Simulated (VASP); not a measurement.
Runs of VASP 6.6.1 on Ga. The structure is that of space group I4/mmm (No. 139), or close to it. The cells are those of the table. 

```tsv
level	spin	cell	k mesh	cutoff (eV)	smearing	grid for exact exchange (PRECFOCK)	share of exact exchange	screening parameter	gap on the mesh (eV)	pressure (GPa)	moment (μB)
revpbe exchange, lda correlation	collinear	a = 3.049 Å, angles 125.6, 125.6, 80.5°, 1 atom	13 × 13 × 13	500	gaussian 0.1 eV	-	-	-	none	12.0	0.00
HSE06	off	a = 2.967 Å, angles 125.6, 125.6, 80.5°, 1 atom	8 × 8 × 8	520	fermi-dirac 0.05 eV	Normal	0.25	0.2079 1/Å	none	(b)	-
HSE06	off	a = 3.009 Å, angles 125.6, 125.6, 80.5°, 1 atom	8 × 8 × 8	520	fermi-dirac 0.05 eV	Normal	0.25	0.2079 1/Å	none	4.2	-
revpbe exchange, lda correlation	collinear	a = 3.029 Å, angles 125.6, 125.6, 80.5°, 1 atom	13 × 13 × 13	500	gaussian 0.1 eV	-	-	-	none	13.5	0.00
HF	off	a = 3.029 Å, angles 125.6, 125.6, 80.5°, 1 atom	7 × 7 × 7	400	fermi-dirac 0.05 eV	Normal	1	-	none	9.5	-
revpbe exchange, lda correlation	collinear	a = 3.069 Å, angles 125.6, 125.6, 80.5°, 1 atom	13 × 13 × 13	500	gaussian 0.1 eV	-	-	-	none	10.7	0.00
PBEsol	non-collinear, zero start, SOC	a = 3.029 Å, angles 125.6, 125.6, 80.5°, 1 atom	13 × 13 × 13	520	fermi-dirac 0.05 eV	-	-	-	-	(c)	0.00
pbe exchange, lda correlation	collinear	a = 3.029 Å, angles 125.6, 125.6, 80.5°, 1 atom	13 × 13 × 13	500	fermi-dirac 0.01 eV	-	-	-	none	(a)	0.00
revPBE	non-collinear, zero start, SOC	a = 3.029 Å, angles 125.6, 125.6, 80.5°, 1 atom	13 × 13 × 13	500	gaussian 0.1 eV	-	-	-	-	5.0	0.00
```

Task: Estimate the missing entries.

Result: (a) 11.9; (b) 7.6; (c) -0.3.

Caveats: some runs use coarse meshes; the PAW data sets were made with another functional, which shifts forces and pressure a little; the cell stands under pressure (at least some runs).

A k mesh can miss the band edges, and rows without SOC leave out spin-orbit coupling on Ga.

A gap of «none» marks levels without a gap at the run's occupations.
